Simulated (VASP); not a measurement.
# W (Im-3m) in VASP: a series of runs

Runs on W. Level: PBEsol. Tasks: single point.

Everything below comes from runs of VASP 6.6.1. Logs are shortened: lines on timing, memory, paths and dates and some standing lists are left out, and cuts for length are marked.

### Step 1. The cell of the first run

Symmetry: Im-3m, No. 229, cubic system. Conventional cell: a = 3.156 Å, b = 3.156 Å, c = 3.156 Å, α = 90.00°, β = 90.00°, γ = 90.00°. W (site symmetry m-3m) has 14 W at 2.73 to 3.16 Å within 3.6 Å.

### Step 2. Single point, PBEsol

The input, INCAR:

```
SYSTEM = W
PREC = Accurate ; ENCUT = 500
EDIFF = 1E-6 ; ISMEAR = 0
SIGMA = 0.1 ; LREAL = .FALSE.
LASPH = .TRUE. ; NELM = 120
ALGO = Normal ; ISIF = 2
LWAVE = .FALSE. ; LCHARG = .FALSE.
GGA = PS ; NBANDS = 13
GGA_COMPAT = .FALSE.
```

The input, KPOINTS:

```
Automatic mesh
0
G
  8 8 8
  0 0 0
```

The input, POSCAR:

```
W
1.0
   -1.5777842238      1.5777842238      1.5777842238
    1.5777842238     -1.5777842238      1.5777842238
    1.5777842238      1.5777842238     -1.5777842238
W
1
Direct
    0.0000000000      0.0000000000      0.0000000000
```

Potentials or basis: VASP PAW PBE potentials, release 64 (W_sv).

The run is started by

```console
> cat potpaw_PBE.64/W_sv/POTCAR > POTCAR
> mpirun -np 1 vasp_std > vasp.out
```

OUTCAR:

```text
SYSTEM = W
   PREC = Accurate
   ENCUT = 500
   EDIFF = 1E-6
   ISMEAR = 0
   LREAL = .FALSE.
   LASPH = .TRUE.
   NELM = 120
   ISIF = 2
   GGA = PS

 ion  position               nearest neighbor table
   1  0.000  0.000  0.000-

  LATTYP: Found a body centered cubic cell.
 ALAT       =     3.1555684476

  Lattice vectors:

 A1 = (  -1.5777842238,   1.5777842238,   1.5777842238)
 A2 = (   1.5777842238,  -1.5777842238,   1.5777842238)
 A3 = (   1.5777842238,   1.5777842238,  -1.5777842238)

Analysis of symmetry for initial positions (statically):
=====================================================================
 Subroutine PRICEL returns:
 Original cell was already a primitive cell.

 Routine SETGRP: Setting up the symmetry group for a
 body centered cubic supercell.

 Subroutine GETGRP returns: Found 48 space group operations
 (whereof 48 operations were pure point group operations)
 out of a pool of 48 trial point group operations.

The static configuration has the point symmetry O_h .

Analysis of symmetry for dynamics (positions and initial velocities):
=====================================================================
 Subroutine PRICEL returns:
 Original cell was already a primitive cell.

 Routine SETGRP: Setting up the symmetry group for a
 body centered cubic supercell.

 Subroutine GETGRP returns: Found 48 space group operations
 (whereof 48 operations were pure point group operations)
 out of a pool of 48 trial point group operations.

The dynamic configuration has the point symmetry O_h .

 Subroutine INISYM returns: Found 48 space group operations
 (whereof 48 operations are pure point group operations),
 and found     1 'primitive' translations

----------------------------------------------------------------------------------------

                                     Primitive cell

  volume of cell :      15.7110

  direct lattice vectors                    reciprocal lattice vectors
    -1.577784224  1.577784224  1.577784224     0.000000000  0.316900114  0.316900114
     1.577784224 -1.577784224  1.577784224     0.316900114  0.000000000  0.316900114
     1.577784224  1.577784224 -1.577784224     0.316900114  0.316900114  0.000000000

  length of vectors
     2.732802439  2.732802439  2.732802439     0.448164439  0.448164439  0.448164439

  position of ions in fractional coordinates (direct lattice)
[... 83 lines left out ...]
   ISIF   =      2    stress and relaxation
   ISYM   =      2    0-nonsym 1-usesym 2-fastsym
   POTIM  = 0.5000    time-step for ionic-motion
   TEBEG  =    0.0;   TEEND  =   0.0 temperature during run
   PSTRESS=    0.0 pullay stress
   NELECT =      14.0000    total number of electrons
   NUPDOWN=      -1.0000    fix difference up-down
   EMIN   =  10.00;   EMAX   =-10.00  energy-range for DOS
   EFERMI =   0.00;   METHOD = LEGACY
   ISMEAR =     0;   SIGMA  =   0.10  broadening in eV -4-tet -1-fermi 0-gaus
   EFERMI_NEDOS =   21; number of points for ismear=-14 and -15
   IALGO  =     38    algorithm
   IMIX   =      4    mixing-type and parameters
     AMIX     =   0.40;   BMIX     =  1.00
     AMIX_MAG =   1.60;   BMIX_MAG =  1.00
  volume/ion in A,a.u.               =      15.71       106.02
  Fermi-wavevector in a.u.,A,eV,Ry     =   1.575372  2.977022 33.766915  2.481798
  Thomas-Fermi vector in A             =   2.676366
   LORBIT       =      0    0 simple, 1 ext, 2 COOP (PROOUT), +10 PAW based schemes
   GGA     = PS    functional components
   LHFCALC =     F    Hartree Fock is set to
   AEXX    =    0.0000 exact exchange contribution
   IVDW    =     0    specifies the selected vdW correction
   LEPSILON=     F    determine dielectric tensor
   LRPA    =     F    only Hartree local field effects (RPA)
 non-spin polarized calculation
 Gauss-broadening in eV      SIGMA  =   0.10
  energy-cutoff  :      500.00
  volume of cell :       15.71
 maximum number of plane-waves:       420
   NGX =  9   NGY =  9   NGZ =  9

 number of electron      14.0000004 magnetization

 Free energy of the ion-electron system (eV)
  ---------------------------------------------------
  ext. energy  EPLUGINS =         0.00000000
  ---------------------------------------------------
  free energy    TOTEN  =       -13.80464927 eV

  energy without entropy =      -13.80464746  energy(sigma->0) =      -13.80464836

 E-fermi :  11.1720     XC(G=0): -13.8116

 val. band max:       10.8901022484   @ k =   0.1250   0.0000   0.0000
 cond. band min:      11.4549098345   @ k =  -0.2500   0.2500   0.1250
 fundamental gap:      0.5648075862
 Fermi energy:        11.1719972792

 k-point     1 :       0.0000    0.0000    0.0000
  band No.  band energies     occupation
      1     -62.7300      2.00000
      2     -26.2743      2.00000
      3     -26.2743      2.00000
      4     -26.2743      2.00000
      5       1.7020      2.00000
      6      10.1569      2.00000
      7      10.1569      2.00000
      8      10.1569      2.00000
      9      13.6598      0.00000
     10      13.6598      0.00000
     11      25.9660      0.00000
     12      25.9660      0.00000
     13      25.9660      0.00000
[... 354 lines left out ...]
  band No.  band energies     occupation
      1     -62.5560      2.00000
      2     -27.2701      2.00000
      3     -26.8960      2.00000
      4     -26.7725      2.00000
      5       6.8074      2.00000
      6       7.5214      2.00000
      7      10.8710      1.99998
      8      11.6730      0.00000
      9      15.1865      0.00000
     10      15.8416      0.00000
     11      25.2345      0.00000
     12      27.7697      0.00000
     13      28.8811      0.00000

 [... further k-points ...]

------------------------ aborting loop because EDIFF is reached ----------------------------------------

  FORCE on cell =-STRESS in cart. coord.  units (eV):
  Direction    XX          YY          ZZ          XY          YZ          ZX
  --------------------------------------------------------------------------------------
  -------------------------------------------------------------------------------------
  Total        0.0682967      0.0682967      0.0682967      0.0000000      0.0000000      0.0000000
  in kB        6.9647765      6.9647765      6.9647765      0.0000000      0.0000000      0.0000000
  external PRESSURE =       6.9647765 kB  Pullay stress =       0.0000000 kB

 VOLUME and BASIS-vectors are now :
 -----------------------------------------------------------------------------
  energy-cutoff  :      500.00
  volume of cell :       15.71
      direct lattice vectors                 reciprocal lattice vectors
    -1.577784224  1.577784224  1.577784224     0.000000000  0.316900114  0.316900114
     1.577784224 -1.577784224  1.577784224     0.316900114  0.000000000  0.316900114
     1.577784224  1.577784224 -1.577784224     0.316900114  0.316900114  0.000000000

 POSITION                                       TOTAL-FORCE (eV/Angst)
 -----------------------------------------------------------------------------------
      0.00000      0.00000      0.00000        -0.000000      0.000000     -0.000000
 -----------------------------------------------------------------------------------
    total drift:                                0.000000     -0.000000      0.000000

  FREE ENERGIE OF THE ION-ELECTRON SYSTEM (eV)
  ---------------------------------------------------
  free  energy   TOTEN  =       -13.8046492693 eV

  energy  without entropy=      -13.8046474583  energy(sigma->0) =      -13.80464836
```

Wall time 6.8 s (1 thread of Intel Xeon 8259CL, shared host); peak memory 0.12 GiB.

What came out:

```
Free energy            : -13.8046 eV
Pressure               : 0.7 GPa
Band gap on the k mesh : zero (band 7 reaches 16.65 eV, above the bottom of band 8 at 10.16 eV)
```

Caveat: the PAW data sets were made with another functional, which shifts forces and pressure a little; spin-orbit coupling is left out, which moves the levels of the heavy elements.

### Step 3. Single point, PBEsol

This run uses another cell than the first one, of 16.30 Å³/atom, 1.038 times its volume.

The input, INCAR:

```
ALGO = Normal
EDIFF = 1E-6
ENCUT = 500
GGA = PS
GGA_COMPAT = False
ISIF = 2
ISMEAR = 0
LASPH = True
LCHARG = False
LREAL = False
LWAVE = False
NBANDS = 13
NELM = 120
PREC = Accurate
SIGMA = 0.1
```

The input, KPOINTS:

```
k-points
0
Gamma
  8 8 8
```

The input, POSCAR:

```
W
1.0
   -1.5973000000      1.5973000000      1.5973000000
    1.5973000000     -1.5973000000      1.5973000000
    1.5973000000      1.5973000000     -1.5973000000
W
1
Direct
    0.0000000000      0.0000000000      0.0000000000
```

Potentials or basis: VASP PAW PBE potentials, release 64 (W_sv).

The run is started by

```console
> cat potpaw_PBE.64/W_sv/POTCAR > POTCAR
> mpirun -np 1 vasp_std > vasp.out
```

Wall time 7.1 s (1 thread of Intel Xeon 8259CL, shared host); peak memory 0.12 GiB.

The run converged. Its results:

| Property | Result |
| --- | --- |
| Free energy | -13.7860 eV |
| Pressure | -10.6 GPa |
| Band gap on the k mesh | zero (band 7 reaches 15.86 eV, above the bottom of band 8 at 9.69 eV) |

Levels at points of the mesh, in eV from the Fermi level:
| k point | band 3 | band 4 | band 5 | band 6 | band 7 | band 8 | band 9 | band 10 | band 11 | band 12 |
| --- | --- | --- | --- | --- | --- | --- | --- | --- | --- | --- |
| (0.00, 0.00, 0.00) | -37.57 | -37.57 | -9.29 | -0.98 | -0.98 | -0.98 | 2.38 | 2.38 | 14.69 | 14.69 |
| (0.50, 0.00, 0.00) | -37.96 | -37.58 | -5.90 | -3.23 | 0.81 | 2.26 | 3.20 | 6.13 | 10.83 | 11.63 |
| (0.50, 0.50, 0.50) | -38.40 | -38.40 | -5.42 | -5.42 | 5.19 | 5.19 | 5.19 | 8.24 | 8.24 | 8.24 |

Caveat: the PAW data sets were made with another functional, which shifts forces and pressure a little; spin-orbit coupling is left out, which moves the levels of the heavy elements.
